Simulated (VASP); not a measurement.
# Ge (Fd-3m) in VASP: a series of runs

Runs on Ge. Level: PBEsol. Tasks: single point, relaxation of cell and atoms.

Everything below comes from runs of VASP 6.6.1. Logs are shortened: lines on timing, memory, paths and dates and some standing lists are left out, and cuts for length are marked.

### Step 1. The cell of the first run

Symmetry: Fd-3m, No. 227, cubic system. The conventional cell has a = 5.675 Å, b = 5.675 Å, c = 5.675 Å, α = 90.00°, β = 90.00°, γ = 90.00°. Ge (site symmetry -43m) has 4 Ge at 2.46 Å within 3.2 Å.

### Step 2. Single point, PBEsol

INCAR reads:

```
PREC     = Accurate       # precision mode
ENCUT    = 520            # plane-wave cutoff, eV
EDIFF    = 1E-6           # SCF threshold, eV
ISMEAR   = 0              # smearing method
SIGMA    = 0.1            # smearing width, eV
LREAL    = F              # projectors in reciprocal space
LASPH    = T              # aspherical terms in the spheres
NELM     = 100            # most SCF steps
ALGO     = Normal         # electronic algorithm
ISIF     = 2              # what is computed and relaxed
LWAVE    = F              # write WAVECAR
LCHARG   = F              # write CHGCAR
GGA      = PS             # functional
NBANDS   = 21             # bands
```

KPOINTS reads:

```
regular mesh
0
Gamma
  14 14 14
```

POSCAR reads:

```
Ge
1.0
    0.0000000000      2.8373437723      2.8373437723
    2.8373437723      0.0000000000      2.8373437723
    2.8373437723      2.8373437723      0.0000000000
Ge
2
Direct
    0.0000000000      0.0000000000      0.0000000000
    0.2500000000      0.2500000000      0.2500000000
```

Potentials or basis: VASP PAW PBE potentials, release 64 (Ge_d).

Run with:

```sh
> cat potpaw_PBE.64/Ge_d/POTCAR > POTCAR
> mpirun -np 1 vasp_std > vasp.out
```

OUTCAR:

```text
PREC = Accurate
   ENCUT = 520
   EDIFF = 1E-6
   ISMEAR = 0
   LREAL = F
   LASPH = T
   NELM = 100
   ISIF = 2
   GGA = PS

 ion  position               nearest neighbor table
   1  0.000  0.000  0.000-   2 2.46   2 2.46   2 2.46   2 2.46
   2  0.250  0.250  0.250-   1 2.46   1 2.46   1 2.46   1 2.46

  LATTYP: Found a face centered cubic cell.
 ALAT       =     5.6746875446

  Lattice vectors:

 A1 = (   0.0000000000,   2.8373437723,   2.8373437723)
 A2 = (   2.8373437723,   0.0000000000,   2.8373437723)
 A3 = (   2.8373437723,   2.8373437723,   0.0000000000)

Analysis of symmetry for initial positions (statically):
=====================================================================
 Subroutine PRICEL returns:
 Original cell was already a primitive cell.

 Routine SETGRP: Setting up the symmetry group for a
 face centered cubic supercell.

 Subroutine GETGRP returns: Found 48 space group operations
 (whereof 24 operations were pure point group operations)
 out of a pool of 48 trial point group operations.

The static configuration has the point symmetry T_d .
 The point group associated with its full space group is O_h .

Analysis of symmetry for dynamics (positions and initial velocities):
=====================================================================
 Subroutine PRICEL returns:
 Original cell was already a primitive cell.

 Routine SETGRP: Setting up the symmetry group for a
 face centered cubic supercell.

 Subroutine GETGRP returns: Found 48 space group operations
 (whereof 24 operations were pure point group operations)
 out of a pool of 48 trial point group operations.

The dynamic configuration has the point symmetry T_d .
 The point group associated with its full space group is O_h .

 Subroutine INISYM returns: Found 48 space group operations
 (whereof 24 operations are pure point group operations),
 and found     1 'primitive' translations

----------------------------------------------------------------------------------------

                                     Primitive cell

  volume of cell :      45.6842

  direct lattice vectors                    reciprocal lattice vectors
     0.000000000  2.837343772  2.837343772    -0.176221156  0.176221156  0.176221156
     2.837343772  0.000000000  2.837343772     0.176221156 -0.176221156  0.176221156
     2.837343772  2.837343772  0.000000000     0.176221156  0.176221156 -0.176221156

  length of vectors
     4.012610044  4.012610044  4.012610044     0.305223996  0.305223996  0.305223996

  position of ions in fractional coordinates (direct lattice)
     0.000000000  0.000000000  0.000000000
     0.250000000  0.250000000  0.250000000

  ion indices of the primitive-cell ions
   primitive index   ion index
                 1           1
                 2           2

----------------------------------------------------------------------------------------

 KPOINTS: regular mesh

Automatic generation of k-mesh.
 Grid dimensions read from file:
 generate k-points for:   14   14   14

 Generating k-lattice:

  Cartesian coordinates                     Fractional coordinates (reciprocal lattice)
    -0.012587225  0.012587225  0.012587225     0.071428571  0.000000000  0.000000000
     0.012587225 -0.012587225  0.012587225     0.000000000  0.071428571  0.000000000
     0.012587225  0.012587225 -0.012587225     0.000000000  0.000000000  0.071428571

  Length of vectors
     0.021801714  0.021801714  0.021801714

  Shift w.r.t. Gamma in fractional coordinates (k-lattice)
     0.000000000  0.000000000  0.000000000

 Subroutine IBZKPT returns following result:
 ===========================================

 Found    104 irreducible k-points:

 Following reciprocal coordinates:
            Coordinates               Weight
  0.000000  0.000000  0.000000      1.000000
  0.071429  0.000000  0.000000      8.000000
  0.142857  0.000000  0.000000      8.000000
  0.214286  0.000000  0.000000      8.000000
  0.285714  0.000000  0.000000      8.000000
  0.357143  0.000000  0.000000      8.000000
[... 16 lines left out ...]
  0.214286  0.142857  0.000000     24.000000
  0.285714  0.142857  0.000000     24.000000
 [... further k-points ...]
   k-points           NKPTS =    104   k-points in BZ     NKDIM =    104   number of bands    NBANDS=     21
   number of dos      NEDOS =    301   number of ions     NIONS =      2
   total plane-waves  NPLWV =  27000
   dimension x,y,z NGX =    30 NGY =   30 NGZ =   30
   dimension x,y,z NGXF=    60 NGYF=   60 NGZF=   60
   ions per type =               2
   NGX,Y,Z   is equivalent  to a cutoff of  12.43, 12.43, 12.43 a.u.
   NGXF,Y,Z  is equivalent  to a cutoff of  24.86, 24.86, 24.86 a.u.
 SYSTEM =  unknown system
   PREC   = accura    normal or accurate (medium, high low for compatibility)
   ISTART =      0    job   : 0-new  1-cont  2-samecut
   ICHARG =      2    charge: 1-file 2-atom 10-const
   ISPIN  =      1    spin polarized calculation?
   LNONCOLLINEAR =      F non collinear calculations
   LSORBIT =      F    spin-orbit coupling
   LASPH  =      T    aspherical Exc in radial PAW
   ENCUT  =  520.0 eV  38.22 Ry    6.18 a.u.   7.46  7.46  7.46*2*pi/ulx,y,z
   NELM   =    100;   NELMIN=  2; NELMDL= -5     # of ELM steps
   EDIFF  = 0.1E-05   stopping-criterion for ELM
   LREAL  =      F    real-space projection
   EDIFFG = 0.1E-04   stopping-criterion for IOM
   NSW    =      0    number of steps for IOM
   IBRION =     -1    ionic relax: 0-MD 1-quasi-New 2-CG
   NFREE  =      0    steps in history (QN), initial steepest desc. (CG)
   ISIF   =      2    stress and relaxation
   ISYM   =      2    0-nonsym 1-usesym 2-fastsym
   POTIM  = 0.5000    time-step for ionic-motion
   TEBEG  =    0.0;   TEEND  =   0.0 temperature during run
   PSTRESS=    0.0 pullay stress
   NELECT =      28.0000    total number of electrons
   NUPDOWN=      -1.0000    fix difference up-down
   EMIN   =  10.00;   EMAX   =-10.00  energy-range for DOS
   EFERMI =   0.00;   METHOD = LEGACY
   ISMEAR =     0;   SIGMA  =   0.10  broadening in eV -4-tet -1-fermi 0-gaus
   EFERMI_NEDOS =   21; number of points for ismear=-14 and -15
   IALGO  =     38    algorithm
   IMIX   =      4    mixing-type and parameters
     AMIX     =   0.40;   BMIX     =  1.00
     AMIX_MAG =   1.60;   BMIX_MAG =  1.00
  volume/ion in A,a.u.               =      22.84       154.15
  Fermi-wavevector in a.u.,A,eV,Ry     =   1.390611  2.627873 26.310919  1.933798
  Thomas-Fermi vector in A             =   2.514529
   LORBIT       =      0    0 simple, 1 ext, 2 COOP (PROOUT), +10 PAW based schemes
   GGA     = PS    functional components
   LHFCALC =     F    Hartree Fock is set to
   AEXX    =    0.0000 exact exchange contribution
   IVDW    =     0    specifies the selected vdW correction
   LEPSILON=     F    determine dielectric tensor
   LRPA    =     F    only Hartree local field effects (RPA)
 non-spin polarized calculation
 Gauss-broadening in eV      SIGMA  =   0.10
  energy-cutoff  :      520.00
  volume of cell :       45.68
 maximum number of plane-waves:      1247
 NGX is ok and might be reduce to    30
   NGX = 15   NGY = 15   NGZ = 15

 number of electron      28.0000014 magnetization

 Free energy of the ion-electron system (eV)
  ---------------------------------------------------
  ext. energy  EPLUGINS =         0.00000000
  ---------------------------------------------------
  free energy    TOTEN  =        -9.87459770 eV

  energy without entropy =       -9.87436665  energy(sigma->0) =       -9.87448217

 E-fermi :   4.7930     XC(G=0): -10.0867

 val. band max:        4.7744908842   @ k =   0.0000   0.0000   0.0000
 cond. band min:       4.8701077890   @ k =   0.5000   0.0000   0.0000
 fundamental gap:      0.0956169048
 Fermi energy:         4.7929935001

 k-point     1 :       0.0000    0.0000    0.0000
  band No.  band energies     occupation
      1     -19.9750      2.00000
      2     -19.9750      2.00000
      3     -19.9750      2.00000
      4     -19.9391      2.00000
      5     -19.9391      2.00000
      6     -19.7318      2.00000
[... 13 lines left out ...]
     20      14.2309      0.00000
     21      14.2309      0.00000

 k-point     2 :       0.0714    0.0000    0.0000
  band No.  band energies     occupation
      1     -19.9782      2.00000
      2     -19.9782      2.00000
      3     -19.9742      2.00000
      4     -19.9348      2.00000
      5     -19.9348      2.00000
      6     -19.7371      2.00000
[... 13 lines left out ...]
     20      13.7435      0.00000
     21      13.7435      0.00000

 k-point     3 :       0.1429    0.0000    0.0000
  band No.  band energies     occupation
      1     -19.9845      2.00000
      2     -19.9845      2.00000
      3     -19.9718      2.00000
      4     -19.9254      2.00000
      5     -19.9254      2.00000
      6     -19.7458      2.00000
[... 13 lines left out ...]
     20      13.1844      0.00000
     21      13.1844      0.00000

 k-point     4 :       0.2143    0.0000    0.0000
  band No.  band energies     occupation
      1     -19.9904      2.00000
      2     -19.9904      2.00000
      3     -19.9684      2.00000
      4     -19.9155      2.00000
      5     -19.9155      2.00000
      6     -19.7539      2.00000
[... 13 lines left out ...]
     20      12.9731      0.00000
     21      12.9731      0.00000

 k-point     5 :       0.2857    0.0000    0.0000
  band No.  band energies     occupation
      1     -19.9948      2.00000
      2     -19.9948      2.00000
      3     -19.9645      2.00000
      4     -19.9072      2.00000
      5     -19.9072      2.00000
      6     -19.7600      2.00000
[... 13 lines left out ...]
     20      13.2385      0.00000
     21      13.2386      0.00000

 k-point     6 :       0.3571    0.0000    0.0000
  band No.  band energies     occupation
      1     -19.9974      2.00000
      2     -19.9974      2.00000
      3     -19.9609      2.00000
      4     -19.9017      2.00000
      5     -19.9017      2.00000
      6     -19.7637      2.00000
[... 13 lines left out ...]
     20      13.9687      0.00000
     21      13.9688      0.00000

 k-point     7 :       0.4286    0.0000    0.0000
  band No.  band energies     occupation
      1     -19.9987      2.00000
      2     -19.9987      2.00000
      3     -19.9584      2.00000
      4     -19.8987      2.00000
      5     -19.8987      2.00000
      6     -19.7655      2.00000
[... 13 lines left out ...]
     20      15.0235      0.00000
     21      15.0235      0.00000
[... 291 lines left out ...]
      1     -19.9907      2.00000
      2     -19.9849      2.00000
      3     -19.9708      2.00000
      4     -19.9233      2.00000
      5     -19.9154      2.00000
      6     -19.7577      2.00000
[... 13 lines left out ...]
     20      12.6217      0.00000
     21      13.3201      0.00000

 k-point    21 :      -0.0714    0.0714    0.0000
  band No.  band energies     occupation
      1     -19.9841      2.00000
      2     -19.9790      2.00000
      3     -19.9744      2.00000
      4     -19.9312      2.00000
      5     -19.9264      2.00000
      6     -19.7476      2.00000
[... 13 lines left out ...]
     20      13.0129      0.00000
     21      13.5611      0.00000

 k-point    22 :       0.1429    0.1429    0.0000
  band No.  band energies     occupation
      1     -19.9831      2.00000
      2     -19.9821      2.00000
      3     -19.9821      2.00000
      4     -19.9277      2.00000
      5     -19.9103      2.00000
      6     -19.7724      2.00000
[... 13 lines left out ...]
     20      12.5289      0.00000
     21      14.5760      0.00000

 k-point    23 :       0.2143    0.1429    0.0000
  band No.  band energies     occupation
      1     -19.9912      2.00000
      2     -19.9864      2.00000
      3     -19.9773      2.00000
      4     -19.9202      2.00000
      5     -19.8985      2.00000
      6     -19.7852      2.00000
[... 13 lines left out ...]
     20      13.3058      0.00000
     21      14.4833      0.00000

 k-point    24 :       0.2857    0.1429    0.0000
  band No.  band energies     occupation
      1     -19.9994      2.00000
      2     -19.9912      2.00000
      3     -19.9693      2.00000
      4     -19.9112      2.00000
      5     -19.8880      2.00000
      6     -19.7950      2.00000
[... 13 lines left out ...]
     20      13.9268      0.00000
     21      14.5156      0.00000

 [... further k-points ...]

------------------------ aborting loop because EDIFF is reached ----------------------------------------

  FORCE on cell =-STRESS in cart. coord.  units (eV):
  Direction    XX          YY          ZZ          XY          YZ          ZX
  --------------------------------------------------------------------------------------
  -------------------------------------------------------------------------------------
  Total       -0.1118452     -0.1118452     -0.1118452      0.0000000     -0.0000000      0.0000000
  in kB       -3.9224917     -3.9224917     -3.9224917      0.0000000     -0.0000000      0.0000000
  external PRESSURE =      -3.9224917 kB  Pullay stress =       0.0000000 kB

 VOLUME and BASIS-vectors are now :
 -----------------------------------------------------------------------------
  energy-cutoff  :      520.00
  volume of cell :       45.68
      direct lattice vectors                 reciprocal lattice vectors
     0.000000000  2.837343772  2.837343772    -0.176221156  0.176221156  0.176221156
     2.837343772  0.000000000  2.837343772     0.176221156 -0.176221156  0.176221156
     2.837343772  2.837343772  0.000000000     0.176221156  0.176221156 -0.176221156

 POSITION                                       TOTAL-FORCE (eV/Angst)
 -----------------------------------------------------------------------------------
      0.00000      0.00000      0.00000        -0.000000     -0.000000     -0.000000
      1.41867      1.41867      1.41867         0.000000      0.000000      0.000000
 -----------------------------------------------------------------------------------
    total drift:                                0.000000     -0.000000      0.000000

  FREE ENERGIE OF THE ION-ELECTRON SYSTEM (eV)
  ---------------------------------------------------
  free  energy   TOTEN  =        -9.8745976953 eV

  energy  without entropy=       -9.8743666475  energy(sigma->0) =       -9.87448217
```

Run time: 38 s. Hardware: 1 thread of AMD EPYC 9R45 (Zen 5), shared host; peak memory 0.19 GiB.

What came out:

```
Free energy            : -9.8746 eV
Pressure               : -0.4 GPa
Band gap on the k mesh : zero (filled and empty bands touch)
```

Levels at points of the mesh, in eV from the Fermi level:
| k point | band 10 | band 11 | band 12 | band 13 | band 14 | band 15 | band 16 | band 17 | band 18 | band 19 |
| --- | --- | --- | --- | --- | --- | --- | --- | --- | --- | --- |
| (0.00, 0.00, 0.00) | -24.51 | -12.75 | -0.11 | -0.02 | -0.02 | -0.02 | 2.51 | 2.51 | 2.51 | 6.18 |
| (0.50, 0.00, 0.00) | -24.48 | -10.67 | -7.60 | -1.41 | -1.41 | 0.08 | 3.69 | 3.69 | 6.94 | 10.35 |
| (0.50, 0.50, 0.00) | -24.47 | -8.89 | -8.89 | -3.08 | -3.08 | 0.66 | 0.66 | 9.40 | 9.40 | 11.40 |

Caveat: the PAW data sets were made with another functional, which shifts forces and pressure a little.

(Continued in part 2 of 2.)
